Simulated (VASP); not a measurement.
# Mo (Im-3m) in VASP: a series of runs

The runs below take Mo through single point, with PBE.

Program: VASP 6.6.1. These are calculated values, not measurements. Logs are shortened: lines on timing, memory, paths and dates and some standing lists are left out, and cuts for length are marked.

## (1) The cell of the first run

The structure is cubic, space group Im-3m (No. 229). The conventional cell has a = 3.160 Å, b = 3.160 Å, c = 3.160 Å, α = 90.00°, β = 90.00°, γ = 90.00°. Mo (site symmetry m-3m) has 14 Mo at 2.74 to 3.16 Å within 3.6 Å.

## (2) Single point, PBE

INCAR reads:

```
ALGO     = Fast           # electronic algorithm
EDIFF    = 1E-7           # SCF threshold, eV
ENCUT    = 520            # plane-wave cutoff, eV
GGA      = PE             # functional
ISIF     = 2              # what is computed and relaxed
ISMEAR   = 0              # smearing method
LASPH    = True           # aspherical terms in the spheres
LCHARG   = False          # write CHGCAR
LREAL    = False          # projectors in reciprocal space
LWAVE    = False          # write WAVECAR
NBANDS   = 13             # bands
NELM     = 60             # most SCF steps
PREC     = Accurate       # precision mode
SIGMA    = 0.15           # smearing width, eV
```

KPOINTS reads:

```
k-points
0
Gamma
  26 26 26
```

POSCAR reads:

```
Mo
1.0
   -1.5802194352      1.5802194352      1.5802194352
    1.5802194352     -1.5802194352      1.5802194352
    1.5802194352      1.5802194352     -1.5802194352
Mo
1
Direct
    0.0000000000      0.0000000000      0.0000000000
```

Potentials or basis: VASP PAW PBE potentials, release 64 (Mo_sv).

Command:

```bash
cat potpaw_PBE.64/Mo_sv/POTCAR > POTCAR
mpirun -np 1 vasp_std > vasp.out
```

OUTCAR:

```text
EDIFF = 1E-7
   ENCUT = 520
   GGA = PE
   ISIF = 2
   ISMEAR = 0
   LASPH = True
   LREAL = False
   NELM = 60
   PREC = Accurate

 ion  position               nearest neighbor table
   1  0.000  0.000  0.000-

  LATTYP: Found a body centered cubic cell.
 ALAT       =     3.1604388704

  Lattice vectors:

 A1 = (  -1.5802194352,   1.5802194352,   1.5802194352)
 A2 = (   1.5802194352,  -1.5802194352,   1.5802194352)
 A3 = (   1.5802194352,   1.5802194352,  -1.5802194352)

Analysis of symmetry for initial positions (statically):
=====================================================================
 Subroutine PRICEL returns:
 Original cell was already a primitive cell.

 Routine SETGRP: Setting up the symmetry group for a
 body centered cubic supercell.

 Subroutine GETGRP returns: Found 48 space group operations
 (whereof 48 operations were pure point group operations)
 out of a pool of 48 trial point group operations.

The static configuration has the point symmetry O_h .

Analysis of symmetry for dynamics (positions and initial velocities):
=====================================================================
 Subroutine PRICEL returns:
 Original cell was already a primitive cell.

 Routine SETGRP: Setting up the symmetry group for a
 body centered cubic supercell.

 Subroutine GETGRP returns: Found 48 space group operations
 (whereof 48 operations were pure point group operations)
 out of a pool of 48 trial point group operations.

The dynamic configuration has the point symmetry O_h .

 Subroutine INISYM returns: Found 48 space group operations
 (whereof 48 operations are pure point group operations),
 and found     1 'primitive' translations

----------------------------------------------------------------------------------------

                                     Primitive cell

  volume of cell :      15.7838

  direct lattice vectors                    reciprocal lattice vectors
    -1.580219435  1.580219435  1.580219435     0.000000000  0.316411752  0.316411752
     1.580219435 -1.580219435  1.580219435     0.316411752  0.000000000  0.316411752
     1.580219435  1.580219435 -1.580219435     0.316411752  0.316411752  0.000000000

  length of vectors
     2.737020349  2.737020349  2.737020349     0.447473791  0.447473791  0.447473791

  position of ions in fractional coordinates (direct lattice)
     0.000000000  0.000000000  0.000000000

  ion indices of the primitive-cell ions
   primitive index   ion index
                 1           1

----------------------------------------------------------------------------------------

 KPOINTS: k-points

Automatic generation of k-mesh.
 Grid dimensions read from file:
 generate k-points for:   26   26   26

 Generating k-lattice:

  Cartesian coordinates                     Fractional coordinates (reciprocal lattice)
     0.000000000  0.012169683  0.012169683     0.038461538  0.000000000  0.000000000
     0.012169683  0.000000000  0.012169683     0.000000000  0.038461538  0.000000000
     0.012169683  0.012169683  0.000000000     0.000000000  0.000000000  0.038461538

  Length of vectors
     0.017210530  0.017210530  0.017210530

  Shift w.r.t. Gamma in fractional coordinates (k-lattice)
     0.000000000  0.000000000  0.000000000

 Subroutine IBZKPT returns following result:
 ===========================================

 Found    511 irreducible k-points:

 Following reciprocal coordinates:
            Coordinates               Weight
  0.000000  0.000000  0.000000      1.000000
  0.038462  0.000000  0.000000     12.000000
  0.076923  0.000000  0.000000     12.000000
  0.115385  0.000000  0.000000     12.000000
  0.153846  0.000000  0.000000     12.000000
  0.192308  0.000000  0.000000     12.000000
[... 16 lines left out ...]
  0.346154  0.038462  0.000000     48.000000
  0.384615  0.038462  0.000000     48.000000
 [... further k-points ...]
   k-points           NKPTS =    511   k-points in BZ     NKDIM =    511   number of bands    NBANDS=     13
   number of dos      NEDOS =    301   number of ions     NIONS =      1
   total plane-waves  NPLWV =   8000
   dimension x,y,z NGX =    20 NGY =   20 NGZ =   20
   dimension x,y,z NGXF=    40 NGYF=   40 NGZF=   40
   ions per type =               1
   NGX,Y,Z   is equivalent  to a cutoff of  12.15, 12.15, 12.15 a.u.
   NGXF,Y,Z  is equivalent  to a cutoff of  24.30, 24.30, 24.30 a.u.
 SYSTEM =  unknown system
   PREC   = accura    normal or accurate (medium, high low for compatibility)
   ISTART =      0    job   : 0-new  1-cont  2-samecut
   ICHARG =      2    charge: 1-file 2-atom 10-const
   ISPIN  =      1    spin polarized calculation?
   LNONCOLLINEAR =      F non collinear calculations
   LSORBIT =      F    spin-orbit coupling
   LASPH  =      T    aspherical Exc in radial PAW
   ENCUT  =  520.0 eV  38.22 Ry    6.18 a.u.   5.09  5.09  5.09*2*pi/ulx,y,z
   NELM   =     60;   NELMIN=  2; NELMDL= -5     # of ELM steps
   EDIFF  = 0.1E-06   stopping-criterion for ELM
   LREAL  =      F    real-space projection
   EDIFFG = 0.1E-05   stopping-criterion for IOM
   NSW    =      0    number of steps for IOM
   IBRION =     -1    ionic relax: 0-MD 1-quasi-New 2-CG
   NFREE  =      0    steps in history (QN), initial steepest desc. (CG)
   ISIF   =      2    stress and relaxation
   ISYM   =      2    0-nonsym 1-usesym 2-fastsym
   POTIM  = 0.5000    time-step for ionic-motion
   TEBEG  =    0.0;   TEEND  =   0.0 temperature during run
   PSTRESS=    0.0 pullay stress
   NELECT =      14.0000    total number of electrons
   NUPDOWN=      -1.0000    fix difference up-down
   EMIN   =  10.00;   EMAX   =-10.00  energy-range for DOS
   EFERMI =   0.00;   METHOD = LEGACY
   ISMEAR =     0;   SIGMA  =   0.15  broadening in eV -4-tet -1-fermi 0-gaus
   EFERMI_NEDOS =   21; number of points for ismear=-14 and -15
   IALGO  =     68    algorithm
   IMIX   =      4    mixing-type and parameters
     AMIX     =   0.40;   BMIX     =  1.00
     AMIX_MAG =   1.60;   BMIX_MAG =  1.00
  volume/ion in A,a.u.               =      15.78       106.51
  Fermi-wavevector in a.u.,A,eV,Ry     =   1.572945  2.972434 33.662922  2.474155
  Thomas-Fermi vector in A             =   2.674303
   LORBIT       =      0    0 simple, 1 ext, 2 COOP (PROOUT), +10 PAW based schemes
   GGA     = PE    functional components
   LHFCALC =     F    Hartree Fock is set to
   AEXX    =    0.0000 exact exchange contribution
   IVDW    =     0    specifies the selected vdW correction
   LEPSILON=     F    determine dielectric tensor
   LRPA    =     F    only Hartree local field effects (RPA)
 non-spin polarized calculation
 RMM-DIIS sequential band-by-band and
 Gauss-broadening in eV      SIGMA  =   0.15
  energy-cutoff  :      520.00
  volume of cell :       15.78
 maximum number of plane-waves:       438
   NGX = 11   NGY = 11   NGZ = 11

 number of electron      14.0000004 magnetization

 Free energy of the ion-electron system (eV)
  ---------------------------------------------------
  ext. energy  EPLUGINS =         0.00000000
  ---------------------------------------------------
  free energy    TOTEN  =       -10.93923420 eV

  energy without entropy =      -10.93281400  energy(sigma->0) =      -10.93602410

 E-fermi :  12.4296     XC(G=0): -13.3359

 val. band max:       12.4204222764   @ k =  -0.4615   0.4615   0.0769
 cond. band min:      12.4407215897   @ k =  -0.3077   0.3462   0.2308
 fundamental gap:      0.0202993133
 Fermi energy:        12.4296498518

 k-point     1 :       0.0000    0.0000    0.0000
  band No.  band energies     occupation
      1     -48.8418      2.00000
      2     -22.1301      2.00000
      3     -22.1301      2.00000
      4     -22.1301      2.00000
      5       5.2345      2.00000
      6      11.0928      2.00000
      7      11.0928      2.00000
      8      11.0928      2.00000
      9      14.0825      0.00000
     10      14.0825      0.00000
     11      27.2554      0.00000
     12      27.2554      0.00000
     13      27.2554      0.00000

 k-point     2 :       0.0385    0.0000    0.0000
  band No.  band energies     occupation
      1     -48.8382      2.00000
      2     -22.1512      2.00000
      3     -22.1366      2.00000
      4     -22.1302      2.00000
      5       5.2999      2.00000
      6      11.0558      2.00000
      7      11.0874      2.00000
      8      11.1536      2.00000
      9      14.0259      0.00000
     10      14.0833      0.00000
     11      27.3055      0.00000
     12      27.3652      0.00000
     13      27.3859      0.00000

 k-point     3 :       0.0769    0.0000    0.0000
  band No.  band energies     occupation
      1     -48.8275      2.00000
      2     -22.2132      2.00000
      3     -22.1558      2.00000
      4     -22.1307      2.00000
      5       5.4919      2.00000
      6      10.9488      2.00000
      7      11.0668      2.00000
      8      11.3348      2.00000
      9      13.8785      0.00000
     10      14.0870      0.00000
     11      27.4419      0.00000
     12      27.6901      0.00000
     13      27.7452      0.00000
[... 305 lines left out ...]
 k-point    23 :       0.3462    0.0385    0.0000
  band No.  band energies     occupation
      1     -48.6296      2.00000
      2     -23.2690      2.00000
      3     -22.4965      2.00000
      4     -22.1473      2.00000
      5       7.4510      2.00000
      6       9.3754      2.00000
      7      12.1322      1.99495
      8      13.9701      0.00000
      9      14.5741      0.00000
     10      15.7358      0.00000
     11      25.4492      0.00000
     12      25.9428      0.00000
     13      31.9062      0.00000

 k-point    24 :       0.3846    0.0385    0.0000
  band No.  band energies     occupation
      1     -48.6090      2.00000
      2     -23.3705      2.00000
      3     -22.5311      2.00000
      4     -22.1483      2.00000
      5       7.3560      2.00000
      6       9.2410      2.00000
      7      12.7610      0.00179
      8      14.1016      0.00000
      9      14.6919      0.00000
     10      16.3949      0.00000
     11      24.9026      0.00000
     12      25.1270      0.00000
     13      30.8466      0.00000

 [... further k-points ...]

------------------------ aborting loop because EDIFF is reached ----------------------------------------

  FORCE on cell =-STRESS in cart. coord.  units (eV):
  Direction    XX          YY          ZZ          XY          YZ          ZX
  --------------------------------------------------------------------------------------
  -------------------------------------------------------------------------------------
  Total        0.0604847      0.0604847      0.0604847     -0.0000000     -0.0000000     -0.0000000
  in kB        6.1396590      6.1396590      6.1396590     -0.0000000     -0.0000000     -0.0000000
  external PRESSURE =       6.1396590 kB  Pullay stress =       0.0000000 kB

 VOLUME and BASIS-vectors are now :
 -----------------------------------------------------------------------------
  energy-cutoff  :      520.00
  volume of cell :       15.78
      direct lattice vectors                 reciprocal lattice vectors
    -1.580219435  1.580219435  1.580219435     0.000000000  0.316411752  0.316411752
     1.580219435 -1.580219435  1.580219435     0.316411752  0.000000000  0.316411752
     1.580219435  1.580219435 -1.580219435     0.316411752  0.316411752  0.000000000

 POSITION                                       TOTAL-FORCE (eV/Angst)
 -----------------------------------------------------------------------------------
      0.00000      0.00000      0.00000         0.000000      0.000000     -0.000000
 -----------------------------------------------------------------------------------
    total drift:                                0.000000     -0.000000      0.000000

  FREE ENERGIE OF THE ION-ELECTRON SYSTEM (eV)
  ---------------------------------------------------
  free  energy   TOTEN  =       -10.9392341988 eV

  energy  without entropy=      -10.9328139959  energy(sigma->0) =      -10.93602410
```

Run time: 35 s. Hardware: 1 thread of Intel Xeon 6975P-C (Granite Rapids), shared host; peak memory 0.2 GiB.

Results:

```yaml
Free_energy: -10.9392 eV
Pressure: 0.6 GPa
Band_gap_on_the_k_mesh: zero (bands 7 and 8 overlap by 5.27 eV)
```

Levels at points of the mesh, in eV from the Fermi level:
```tsv
k point	band 5	band 6	band 7	band 8	band 9	band 10
(0.00, 0.00, 0.00)	-7.20	-1.34	-1.34	-1.34	1.65	1.65
(0.50, 0.00, 0.00)	-5.26	-3.35	1.60	1.68	2.30	4.68
(0.50, 0.50, 0.50)	-5.36	-5.36	3.93	3.93	3.93	9.00
```

## (3) Single point, PBE

This run uses another cell than the first one: it holds 2 atoms, not 1.

INCAR reads:

```
SYSTEM = Mo
PREC = Accurate
ENCUT = 520
EDIFF = 1E-7
ISMEAR = 0
SIGMA = 0.15
LREAL = .FALSE.
LASPH = .TRUE.
NELM = 80
ALGO = Fast
ISIF = 2
LWAVE = .FALSE.
LCHARG = .TRUE.
GGA = PE
LELF = .TRUE.
LVHAR = .TRUE.
NBANDS = 21
```

KPOINTS reads:

```
regular mesh
0
G
  24 24 14
  0 0 0
```

POSCAR reads:

```
Mo
1.0
   -1.5802194352      1.5802194352      1.5802194352
    1.5802194352     -1.5802194352      1.5802194352
    3.1604388703      3.1604388703      0.0000000000
Mo
2
Direct
    0.0000000000      0.0000000000      0.0000000000
    0.5000000000      0.5000000000      0.5000000000
```

Potentials or basis: VASP PAW PBE potentials, release 64 (Mo_sv).

Command:

```bash
cat potpaw_PBE.64/Mo_sv/POTCAR > POTCAR
mpirun -np 1 vasp_std > vasp.out
```

Wall time 4.3 min (1 thread of Intel Xeon 6975P-C (Granite Rapids), shared host); peak memory 0.68 GiB.

It converged, with:

```yaml
Free_energy: -21.8773 eV
Pressure: 0.6 GPa
Band_gap_on_the_k_mesh: zero (bands 14 and 15 overlap by 2.91 eV)
```

Levels at points of the mesh, in eV from the Fermi level:
```csv
k point,band 11,band 12,band 13,band 14,band 15,band 16,band 17,band 18
"(0.00, 0.00, 0.00)",-3.38,-1.37,-1.37,-1.37,1.56,1.62,1.62,1.64
"(0.50, 0.00, 0.00)",-2.96,-2.96,-1.74,-1.74,1.27,1.27,2.42,2.42
"(0.50, 0.50, 0.00)",-5.29,-3.38,1.56,1.64,2.26,3.90,3.90,3.90
"(0.00, 0.00, 0.50)",-2.49,-2.49,-1.57,-1.57,1.01,1.01,1.09,1.09
"(0.50, 0.00, 0.50)",-3.38,-3.38,1.56,1.56,1.64,1.64,2.26,2.26
"(0.50, 0.50, 0.50)",-3.32,-3.32,-0.79,-0.79,0.28,0.28,4.26,4.26
```
